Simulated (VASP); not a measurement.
# C (R32) in VASP: a series of runs

The runs below take C through single point, relaxation of cell and atoms, with PBE.

Everything below comes from runs of VASP 6.6.1. Logs are shortened: lines on timing, memory, paths and dates and some standing lists are left out, and cuts for length are marked.

## Step 1: The cell of the first run

Symmetry: R32, No. 155, trigonal system. Conventional cell: a = 5.273 Å, b = 5.273 Å, c = 4.282 Å, α = 90.00°, β = 90.00°, γ = 120.00°. Within 1.9 Å of C (site symmetry 3) lie 4 C at 1.45 to 1.59 Å. C (site symmetry 2) has 4 C at 1.59 to 1.61 Å within 2.1 Å.

## Step 2: Single point, PBE

Input file INCAR:

```
PREC     = Accurate       # precision mode
ENCUT    = 520            # plane-wave cutoff, eV
EDIFF    = 1E-6           # SCF threshold, eV
ISMEAR   = 0              # smearing method
SIGMA    = 0.02           # smearing width, eV
LREAL    = F              # projectors in reciprocal space
LASPH    = T              # aspherical terms in the spheres
NELM     = 100            # most SCF steps
ALGO     = Normal         # electronic algorithm
ISIF     = 2              # what is computed and relaxed
LWAVE    = F              # write WAVECAR
LCHARG   = F              # write CHGCAR
GGA      = PE             # functional
NBANDS   = 18             # bands
```

Input file KPOINTS:

```
regular mesh
0
Gamma
  12 12 12
```

Input file POSCAR:

```
C
1.0
    2.6363752725      1.5221119732      1.4272115711
   -2.6363752725      1.5221119732      1.4272115711
    0.0000000000     -3.0442239465      1.4272115711
C
5
Direct
    0.3312142745      0.3312142745      0.3312142745
    0.6687857255      0.6687857255      0.6687857255
    0.5840000278      0.4159999722      0.0000000000
    0.0000000000      0.5840000278      0.4159999722
    0.4159999722      0.0000000000      0.5840000278
```

Potentials or basis: VASP PAW PBE potentials, release 64 (C).

Run with:

```console
$ cat potpaw_PBE.64/C/POTCAR > POTCAR
$ mpirun -np 1 vasp_std > vasp.out
```

OUTCAR:

```text
PREC = Accurate
   ENCUT = 520
   EDIFF = 1E-6
   ISMEAR = 0
   LREAL = F
   LASPH = T
   NELM = 100
   ISIF = 2
   GGA = PE

 ion  position               nearest neighbor table
   1  0.331  0.331  0.331-   2 1.45   3 1.59   5 1.59   4 1.59
   2  0.669  0.669  0.669-   1 1.45   3 1.59   4 1.59   5 1.59
   3  0.584  0.416  0.000-   1 1.59   2 1.59   4 1.61   5 1.61
   4  0.000  0.584  0.416-   2 1.59   1 1.59   5 1.61   3 1.61
   5  0.416  0.000  0.584-   1 1.59   2 1.59   4 1.61   3 1.61

  LATTYP: Found a trigonal (rhomboedric) cell.
 ALAT       =     3.3621767213
 COS(alpha) =    -0.2297119149

  Lattice vectors:

 A1 = (   2.6363752725,   1.5221119732,   1.4272115711)
 A2 = (  -2.6363752725,   1.5221119732,   1.4272115711)
 A3 = (   0.0000000000,  -3.0442239465,   1.4272115711)

Analysis of symmetry for initial positions (statically):
=====================================================================
 Subroutine PRICEL returns:
 Original cell was already a primitive cell.

 Routine SETGRP: Setting up the symmetry group for a
 trigonal (rhombohedral) supercell.

 Subroutine GETGRP returns: Found  6 space group operations
 (whereof  6 operations were pure point group operations)
 out of a pool of 12 trial point group operations.

The static configuration has the point symmetry D_3 .

Analysis of symmetry for dynamics (positions and initial velocities):
=====================================================================
 Subroutine PRICEL returns:
 Original cell was already a primitive cell.

 Routine SETGRP: Setting up the symmetry group for a
 trigonal (rhombohedral) supercell.

 Subroutine GETGRP returns: Found  6 space group operations
 (whereof  6 operations were pure point group operations)
 out of a pool of 12 trial point group operations.

The dynamic configuration has the point symmetry D_3 .

 Subroutine INISYM returns: Found  6 space group operations
 (whereof  6 operations are pure point group operations),
 and found     1 'primitive' translations

----------------------------------------------------------------------------------------

                                     Primitive cell

  volume of cell :      34.3632

  direct lattice vectors                    reciprocal lattice vectors
     2.636375273  1.522111973  1.427211571     0.189654335  0.109496982  0.233555655
    -2.636375273  1.522111973  1.427211571    -0.189654335  0.109496982  0.233555655
     0.000000000 -3.044223946  1.427211571     0.000000000 -0.218993963  0.233555655

  length of vectors
     3.362176721  3.362176721  3.362176721     0.320166519  0.320166519  0.320166519

  position of ions in fractional coordinates (direct lattice)
     0.331214274  0.331214274  0.331214274
     0.668785726  0.668785726  0.668785726
     0.584000028  0.415999972  0.000000000
     0.000000000  0.584000028  0.415999972
     0.415999972  0.000000000  0.584000028

  ion indices of the primitive-cell ions
   primitive index   ion index
                 1           1
                 2           2
                 3           3
                 4           4
                 5           5

----------------------------------------------------------------------------------------

 KPOINTS: regular mesh

Automatic generation of k-mesh.
 Grid dimensions read from file:
 generate k-points for:   12   12   12

 Generating k-lattice:

  Cartesian coordinates                     Fractional coordinates (reciprocal lattice)
     0.015804528  0.009124748  0.019462971     0.083333333  0.000000000  0.000000000
    -0.015804528  0.009124748  0.019462971     0.000000000  0.083333333  0.000000000
     0.000000000 -0.018249497  0.019462971     0.000000000  0.000000000  0.083333333

  Length of vectors
     0.026680543  0.026680543  0.026680543

  Shift w.r.t. Gamma in fractional coordinates (k-lattice)
     0.000000000  0.000000000  0.000000000

 Subroutine IBZKPT returns following result:
 ===========================================

 Found    189 irreducible k-points:

 Following reciprocal coordinates:
            Coordinates               Weight
  0.000000  0.000000  0.000000      1.000000
  0.083333  0.000000  0.000000      6.000000
  0.166667  0.000000  0.000000      6.000000
  0.250000  0.000000  0.000000      6.000000
  0.333333  0.000000  0.000000      6.000000
  0.416667  0.000000  0.000000      6.000000
[... 16 lines left out ...]
  0.500000  0.166667 -0.000000     12.000000
 -0.416667  0.166667 -0.000000     12.000000
 [... further k-points ...]
   k-points           NKPTS =    189   k-points in BZ     NKDIM =    189   number of bands    NBANDS=     18
   number of dos      NEDOS =    301   number of ions     NIONS =      5
   total plane-waves  NPLWV =  21952
   dimension x,y,z NGX =    28 NGY =   28 NGZ =   28
   dimension x,y,z NGXF=    56 NGYF=   56 NGZF=   56
   ions per type =               5
   NGX,Y,Z   is equivalent  to a cutoff of  13.84, 13.84, 13.84 a.u.
   NGXF,Y,Z  is equivalent  to a cutoff of  27.69, 27.69, 27.69 a.u.
 SYSTEM =  unknown system
   PREC   = accura    normal or accurate (medium, high low for compatibility)
   ISTART =      0    job   : 0-new  1-cont  2-samecut
   ICHARG =      2    charge: 1-file 2-atom 10-const
   ISPIN  =      1    spin polarized calculation?
   LNONCOLLINEAR =      F non collinear calculations
   LSORBIT =      F    spin-orbit coupling
   LASPH  =      T    aspherical Exc in radial PAW
   ENCUT  =  520.0 eV  38.22 Ry    6.18 a.u.   6.25  6.25  6.25*2*pi/ulx,y,z
   NELM   =    100;   NELMIN=  2; NELMDL= -5     # of ELM steps
   EDIFF  = 0.1E-05   stopping-criterion for ELM
   LREAL  =      F    real-space projection
   EDIFFG = 0.1E-04   stopping-criterion for IOM
   NSW    =      0    number of steps for IOM
   IBRION =     -1    ionic relax: 0-MD 1-quasi-New 2-CG
   NFREE  =      0    steps in history (QN), initial steepest desc. (CG)
   ISIF   =      2    stress and relaxation
   ISYM   =      2    0-nonsym 1-usesym 2-fastsym
   POTIM  = 0.5000    time-step for ionic-motion
   TEBEG  =    0.0;   TEEND  =   0.0 temperature during run
   PSTRESS=    0.0 pullay stress
   NELECT =      20.0000    total number of electrons
   NUPDOWN=      -1.0000    fix difference up-down
   EMIN   =  10.00;   EMAX   =-10.00  energy-range for DOS
   EFERMI =   0.00;   METHOD = LEGACY
   ISMEAR =     0;   SIGMA  =   0.02  broadening in eV -4-tet -1-fermi 0-gaus
   EFERMI_NEDOS =   21; number of points for ismear=-14 and -15
   IALGO  =     38    algorithm
   IMIX   =      4    mixing-type and parameters
     AMIX     =   0.40;   BMIX     =  1.00
     AMIX_MAG =   1.60;   BMIX_MAG =  1.00
  volume/ion in A,a.u.               =       6.87        46.38
  Fermi-wavevector in a.u.,A,eV,Ry     =   1.366848  2.582969 25.419419  1.868275
  Thomas-Fermi vector in A             =   2.492953
   LORBIT       =      0    0 simple, 1 ext, 2 COOP (PROOUT), +10 PAW based schemes
   GGA     = PE    functional components
   LHFCALC =     F    Hartree Fock is set to
   AEXX    =    0.0000 exact exchange contribution
   IVDW    =     0    specifies the selected vdW correction
   LEPSILON=     F    determine dielectric tensor
   LRPA    =     F    only Hartree local field effects (RPA)
 non-spin polarized calculation
 Gauss-broadening in eV      SIGMA  =   0.02
  energy-cutoff  :      520.00
  volume of cell :       34.36
 maximum number of plane-waves:       941
 NGX is ok and might be reduce to    28
   NGX = 13   NGY = 13   NGZ = 13

 number of electron      20.0000000 magnetization

 Free energy of the ion-electron system (eV)
  ---------------------------------------------------
  ext. energy  EPLUGINS =         0.00000000
  ---------------------------------------------------
  free energy    TOTEN  =       -38.62428868 eV

  energy without entropy =      -38.62428868  energy(sigma->0) =      -38.62428868

 E-fermi :   7.5572     XC(G=0): -12.0446

 val. band max:        7.4817665710   @ k =   0.5000   0.5000   0.5000
 cond. band min:       8.8686710785   @ k =   0.1667   0.1667   0.0833
 fundamental gap:      1.3869045075
 Fermi energy:         7.5572060791

 k-point     1 :       0.0000    0.0000    0.0000
  band No.  band energies     occupation
      1     -13.6028      2.00000
      2      -3.6637      2.00000
      3      -3.6637      2.00000
      4      -2.2627      2.00000
      5      -1.1330      2.00000
      6      -0.1296      2.00000
[... 10 lines left out ...]
     17      18.2321      0.00000
     18      19.3095      0.00000

 k-point     2 :       0.0833    0.0000    0.0000
  band No.  band energies     occupation
      1     -13.5380      2.00000
      2      -4.4831      2.00000
      3      -3.1743      2.00000
      4      -2.5469      2.00000
      5      -0.8046      2.00000
      6      -0.3191      2.00000
[... 10 lines left out ...]
     17      18.1476      0.00000
     18      19.6163      0.00000

 k-point     3 :       0.1667    0.0000    0.0000
  band No.  band energies     occupation
      1     -13.3480      2.00000
      2      -5.5390      2.00000
      3      -3.1065      2.00000
      4      -2.6631      2.00000
      5      -0.5859      2.00000
      6      -0.3568      2.00000
[... 10 lines left out ...]
     17      17.8514      0.00000
     18      20.0425      0.00000

 k-point     4 :       0.2500    0.0000    0.0000
  band No.  band energies     occupation
      1     -13.0495      2.00000
      2      -6.6327      2.00000
      3      -3.2658      2.00000
      4      -2.5628      2.00000
      5      -0.6109      2.00000
      6      -0.3136      2.00000
[... 10 lines left out ...]
     17      17.6135      0.00000
     18      20.2954      0.00000

 k-point     5 :       0.3333    0.0000    0.0000
  band No.  band energies     occupation
      1     -12.6823      2.00000
      2      -7.6132      2.00000
      3      -3.3617      2.00000
      4      -2.5265      2.00000
      5      -0.7471      2.00000
      6      -0.2623      2.00000
[... 10 lines left out ...]
     17      17.8008      0.00000
     18      19.5895      0.00000

 k-point     6 :       0.4167    0.0000    0.0000
  band No.  band energies     occupation
      1     -12.3376      2.00000
      2      -8.3399      2.00000
      3      -3.3952      2.00000
      4      -2.5378      2.00000
      5      -0.8826      2.00000
      6      -0.2384      2.00000
[... 307 lines left out ...]
 k-point    21 :       0.3333    0.1667    0.0000
  band No.  band energies     occupation
      1     -12.2806      2.00000
      2      -7.9987      2.00000
      3      -4.9656      2.00000
      4      -2.5463      2.00000
      5      -0.5684      2.00000
      6       1.2276      2.00000
[... 10 lines left out ...]
     17      18.5378      0.00000
     18      19.6500      0.00000

 k-point    22 :       0.4167    0.1667    0.0000
  band No.  band energies     occupation
      1     -12.0148      2.00000
      2      -8.4620      2.00000
      3      -4.8779      2.00000
      4      -2.5098      2.00000
      5      -0.6582      2.00000
      6       1.2012      2.00000
[... 10 lines left out ...]
     17      18.7235      0.00000
     18      19.1917      0.00000

 k-point    23 :       0.5000    0.1667   -0.0000
  band No.  band energies     occupation
      1     -12.0158      2.00000
      2      -8.4440      2.00000
      3      -4.6818      2.00000
      4      -2.4370      2.00000
      5      -0.7822      2.00000
      6       1.1165      2.00000
[... 10 lines left out ...]
     17      18.7209      0.00000
     18      18.8812      0.00000

 k-point    24 :      -0.4167    0.1667   -0.0000
  band No.  band energies     occupation
      1     -12.2833      2.00000
      2      -7.9251      2.00000
      3      -4.4616      2.00000
      4      -2.3369      2.00000
      5      -0.9281      2.00000
      6       0.8819      2.00000
[... 10 lines left out ...]
     17      18.2795      0.00000
     18      19.0573      0.00000

 [... further k-points ...]

------------------------ aborting loop because EDIFF is reached ----------------------------------------

  FORCE on cell =-STRESS in cart. coord.  units (eV):
  Direction    XX          YY          ZZ          XY          YZ          ZX
  --------------------------------------------------------------------------------------
  -------------------------------------------------------------------------------------
  Total        0.0837724      0.0837724      0.1767383      0.0000000     -0.0000000      0.0000000
  in kB        3.9058719      3.9058719      8.2403918      0.0000000     -0.0000000      0.0000000
  external PRESSURE =       5.3507119 kB  Pullay stress =       0.0000000 kB

 VOLUME and BASIS-vectors are now :
 -----------------------------------------------------------------------------
  energy-cutoff  :      520.00
  volume of cell :       34.36
      direct lattice vectors                 reciprocal lattice vectors
     2.636375273  1.522111973  1.427211571     0.189654335  0.109496982  0.233555655
    -2.636375273  1.522111973  1.427211571    -0.189654335  0.109496982  0.233555655
     0.000000000 -3.044223946  1.427211571     0.000000000 -0.218993963  0.233555655

 POSITION                                       TOTAL-FORCE (eV/Angst)
 -----------------------------------------------------------------------------------
      0.00000     -0.00000      1.41814        -0.000000      0.000000     -0.084377
      0.00000     -0.00000      2.86350        -0.000000     -0.000000      0.084377
      0.44291      1.52211      1.42721        -0.002698      0.000000      0.000000
     -1.53964     -0.37748      1.42721         0.001349     -0.002336     -0.000000
      1.09673     -1.14463      1.42721         0.001349      0.002336     -0.000000
 -----------------------------------------------------------------------------------
    total drift:                               -0.000000     -0.000000      0.000000

  FREE ENERGIE OF THE ION-ELECTRON SYSTEM (eV)
  ---------------------------------------------------
  free  energy   TOTEN  =       -38.6242886771 eV

  energy  without entropy=      -38.6242886771  energy(sigma->0) =      -38.62428868
```

Wall time 71 s (1 thread of Intel Xeon Platinum 8488C (Sapphire Rapids), shared host); peak memory 0.2 GiB.

What came out:

| Item | Value |
| --- | --- |
| Free energy | -38.6243 eV |
| Pressure | 0.5 GPa |
| Largest force | 0.084 eV/Å |
| Band gap on the k mesh | 1.39 eV, indirect (least direct gap 1.98 eV) |

Forces in eV/Å, atoms in the order of the input:
```
C    0.000  0.000 -0.084
C    0.000  0.000  0.084
C   -0.003  0.000  0.000
C    0.001 -0.002  0.000
C    0.001  0.002  0.000
```

Levels at points of the mesh, in eV from the valence-band top:
| k point | band 6 | band 7 | band 8 | band 9 | band 10 | band 11 | band 12 | band 13 | band 14 | band 15 |
| --- | --- | --- | --- | --- | --- | --- | --- | --- | --- | --- |
| (0.00, 0.00, 0.00) | -7.61 | -7.61 | -4.09 | -4.09 | -2.40 | 2.78 | 2.78 | 3.39 | 9.60 | 10.59 |
| (0.50, 0.00, 0.00) | -7.72 | -4.96 | -2.86 | -2.43 | -1.61 | 1.40 | 3.08 | 5.50 | 7.77 | 7.92 |
| (0.50, 0.50, 0.00) | -7.02 | -5.50 | -3.08 | -3.06 | -1.54 | 3.39 | 5.83 | 7.07 | 7.10 | 8.19 |
| (0.50, 0.50, 0.50) | -8.62 | -7.07 | -0.66 | -0.66 | 0.00 | 1.98 | 4.05 | 6.37 | 6.37 | 10.06 |

(Part 1 of 3 ends here.)
